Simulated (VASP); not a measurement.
Mo: single point with PBE

Crystal: Mo.

```
Mo
1.0
    -1.58025    1.58025    1.58025
     1.58025   -1.58025    1.58025
     1.58025    1.58025   -1.58025
Mo
1
Direct
  0.00000 0.00000 0.00000
```

```
Program                : VASP 6.6.1
Task                   : single point
Functional             : PBE
Potentials or basis    : VASP PAW PBE potentials, release 64 (Mo_sv)
Cutoff                 : 500 eV
k mesh                 : 18 × 18 × 18
Occupations            : gaussian, width 0.1 eV
Spin                   : no spin polarisation
Dipole correction      : no
Further INCAR settings : ALGO = Normal; EDIFF = 1e-06; NBANDS = 13
```

The pressure is 0.5 GPa. The band gap on the k mesh is zero (band 7 reaches 16.36 eV, above the bottom of band 8 at 11.09 eV).

Levels at points of the mesh, in eV from the Fermi level:
```csv
k point,band 5,band 6,band 7,band 8,band 9,band 10
"(0.00, 0.00, 0.00)",-7.22,-1.36,-1.36,-1.36,1.63,1.63
"(0.50, 0.00, 0.00)",-5.28,-3.37,1.57,1.65,2.27,4.66
"(0.50, 0.50, 0.50)",-5.38,-5.38,3.91,3.91,3.91,8.97
```

Wall time 17 s on 1 thread of Intel(R) Xeon(R) Platinum 8488C (Sapphire Rapids), with other jobs on the host, peak memory 0.15 GiB.
